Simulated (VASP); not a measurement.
## Si2Mo: single point with PBE

Si2Mo:

```
Si Mo
1.0
    -1.60000    1.60000    3.81258
     1.60000   -1.60000    3.81258
     1.60000    1.60000   -3.81258
Si Mo
2 1
Cartesian
  0.0000 0.0000 2.5511
  0.0000 0.0000 5.0741
  0.0000 0.0000 0.0000
```

This cell differs from its parent crystal: z stretched by -3 %, then relaxed in part.

```yaml
Program: VASP 6.6.1
Task: single point
Functional: PBE
Potentials_or_basis: VASP PAW PBE potentials, release 64 (Si, Mo_sv)
Cutoff: 520 eV
k_mesh: 20 × 20 × 20
Occupations: fermi-dirac, width 0.05 eV
Spin: no spin polarisation
```

- Pressure: 10.6 GPa
- Largest force: 0.019 eV/Å
- Band gap on the k mesh: zero (bands 11 and 12 overlap by 0.97 eV)

Forces on the atoms (eV/Å):
```
Si   0.000  0.000 -0.019
Si   0.000  0.000  0.019
Mo   0.000  0.000  0.000
```

Stress tensor (GPa, compression positive):
```
 6.19  0.00  0.00
 0.00  6.19  0.00
 0.00  0.00 19.29
```

Levels at points of the mesh, in eV from the Fermi level:
| k point | band 8 | band 9 | band 10 | band 11 | band 12 | band 13 | band 14 | band 15 |
| --- | --- | --- | --- | --- | --- | --- | --- | --- |
| (0.00, 0.00, 0.00) | -2.93 | -2.77 | -2.77 | 0.32 | 3.13 | 3.26 | 3.49 | 3.49 |
| (0.50, 0.00, 0.00) | -4.45 | -2.72 | -2.55 | -0.55 | 2.32 | 3.05 | 4.51 | 4.65 |
| (0.50, 0.50, 0.00) | -5.13 | -4.52 | -2.92 | -1.16 | 2.36 | 2.94 | 3.61 | 3.78 |
| (0.50, 0.50, 0.50) | -2.25 | -0.60 | -0.60 | -0.50 | -0.50 | 0.49 | 5.42 | 5.70 |

Wall time 14 min on 1 thread of Oxide Virtual Turin-like Processor, with other jobs on the host, peak memory 0.5 GiB.

Caveat: the cell differs from its parent crystal (z stretched by -3 %, then relaxed in part); the stress differs along the axes, from 6 to 19 GPa.
